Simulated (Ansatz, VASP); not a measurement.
**Two plane-wave programs on PtSe2**

INCAR

```
SYSTEM = PtSe2
ALGO     = Normal         ! electronic algorithm
EDIFF    = 1E-6           ! SCF threshold, eV
ENCUT    = 520            ! plane-wave cutoff, eV
GGA      = PS             ! functional
ISIF     = 2              ! what is computed and relaxed
ISMEAR   = -1             ! smearing method
LASPH    = .True.         ! aspherical terms in the spheres
LCHARG   = .False.        ! write CHGCAR
LDAU     = .True.         ! DFT+U
LDAUJ    = 0 0          
LDAUL    = 2 -1           ! shell
LDAUPRINT= 1            
LDAUTYPE = 2            
LDAUU    = 6 0            ! U, eV
LMAXMIX  = 4              ! l up to which the mixer works
LREAL    = .False.        ! projectors in reciprocal space
LWAVE    = .False.        ! write WAVECAR
NBANDS   = 18             ! bands
NELM     = 150            ! most SCF steps
PREC     = Accurate       ! precision mode
SIGMA    = 0.05           ! smearing width, eV
```

The input KPOINTS:

```
k-points
0
Gamma
  8 8 5
  0 0 0
```

The input POSCAR:

```
PtSe2
1.0
    3.7240000000      0.0000000000      0.0000000000
   -1.8620000000      3.2250786037      0.0000000000
    0.0000000000      0.0000000000      5.0620000000
Pt Se
1 2
Direct
    0.0000000000      0.0000000000      0.0000000000
    0.6666666667      0.3333333333      0.7500000000
    0.3333333333      0.6666666667      0.2500000000
```

File input.yaml:

```yaml
crystal:
  lattice:
    - [3.724, 0.0, 0.0]
    - [-1.862, 3.2250786037, 0.0]
    - [0.0, 0.0, 5.062]
  atoms:
    - { symbol: Pt, position: [0.0, 0.0, 0.0] }
    - { symbol: Se, position: [0.6666666667, 0.3333333333, 0.75] }
    - { symbol: Se, position: [0.3333333333, 0.6666666667, 0.25] }
hamiltonian:
  xc: pbesol
  pseudopotentials: { kind: paw }
  hubbard: { sites: [{ species: Pt, l: d, u_eff: 6.0 }] }
kpoints:
  mp_grid: { grid: [8, 8, 5] }
scf:
  occupations: { method: fermi_dirac, width: 0.05 }
  n_extra_bands: 7
output:
  forces: true
  stress: true
  eigenvalues: true
  dos: { projected: true, de: 0.05, nscf_kmesh: { grid: [12, 12, 8] } }
```

Alike in both runs: functional PBEsol; k mesh 8 × 8 × 5; occupations fermi-dirac, width 0.05 eV; no spin polarisation; Hubbard terms Pt d U = 6.0 eV.

|  | VASP | Ansatz |
| --- | --- | --- |
| version | VASP 6.6.1 | Ansatz 0.2.0 |
| potentials or method | VASP PAW PBE potentials, release 64 (Pt, Se) | Ansatz PAW |
| plane-wave cutoff (eV) | 520 | 420 |
| valence electrons in the cell | 22 | 50 |
| task | single point | projected density of states |

```csv
,VASP,Ansatz,Ansatz less VASP
gap on the k mesh at the Fermi level (eV),none,none,-
pressure (GPa),-2.1,2.6,+4.71
"traceless stress, the component that is largest in VASP (GPa)",0.27,-1.47,-1.735
rms of the force components (eV/Å),0.008,0.237,+0.2297
```

VASP's potentials were made for PBE, not for PBEsol. The programs project onto different local orbitals, so the same U acts differently, and such runs can settle in different states. Atom by atom the forces differ by 0.230 eV/Å (rms over components). A gap of «none» marks a metal or a gap that the smearing closes. VASP's potentials hold 22 valence electrons a cell and Ansatz's 50, so a difference there can come from the potentials and not from the codes.

Neither program's run includes spin-orbit coupling.
